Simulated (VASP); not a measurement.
Set up this calculation in VASP 6.6.1, as the native input.

* Task: single point
* Functional: PBEsol
* Potentials or basis: VASP PAW PBE potentials, release 64 (Sb)
* Cutoff: 520 eV
* k mesh: 12 × 12 × 12
* Occupations: fermi-dirac, width 0.05 eV
* Spin: non-collinear spin, zero start, spin-orbit coupling
* Starting moments: [[0.0, 0.0, 0.0]] μB
* Dipole correction: no
* Further INCAR settings: ALGO = Normal; EDIFF = 1e-07; NBANDS = 16

The structure of Sb lies in POSCAR:

```
Sb
1.0
    3.0833436100      0.0000000000      0.0000000000
    0.0000000000      3.0833436100      0.0000000000
    0.0000000000      0.0000000000      3.0833436100
Sb
1
Direct
    0.0000000000      0.0000000000      0.0000000000
```

One way to write it, as run:

INCAR

```
PREC = Accurate
ENCUT = 520
EDIFF = 1E-7
ISMEAR = -1
SIGMA = 0.05
LREAL = F
LASPH = T
NELM = 150
ALGO = Normal
ISIF = 2
LWAVE = F
LCHARG = T
LNONCOLLINEAR = T
MAGMOM = 0 0 0
LORBIT = 11
LSORBIT = T
GGA_COMPAT = F
LORBMOM = T
GGA = PS
LVHAR = T
NBANDS = 16
```

KPOINTS

```
Automatic mesh
0
Gamma
  12 12 12
```

Potentials or basis: VASP PAW PBE potentials, release 64 (Sb).

Launch:

```console
$ cat potpaw_PBE.64/Sb/POTCAR > POTCAR
$ mpirun -np 1 vasp_ncl > vasp.out
```

It gave:

```
Pressure                                              : -1.1 GPa
Net moment                                            : 0.00 μB per cell
Valence electrons inside the program's atomic spheres : Sb 2.38
```

Caveat: the PAW data sets were made with another functional, which shifts forces and pressure a little.

It took 19 s on 1 thread of Intel(R) Xeon(R) 6975P-C (Granite Rapids) (shared host), peak memory 0.23 GiB.
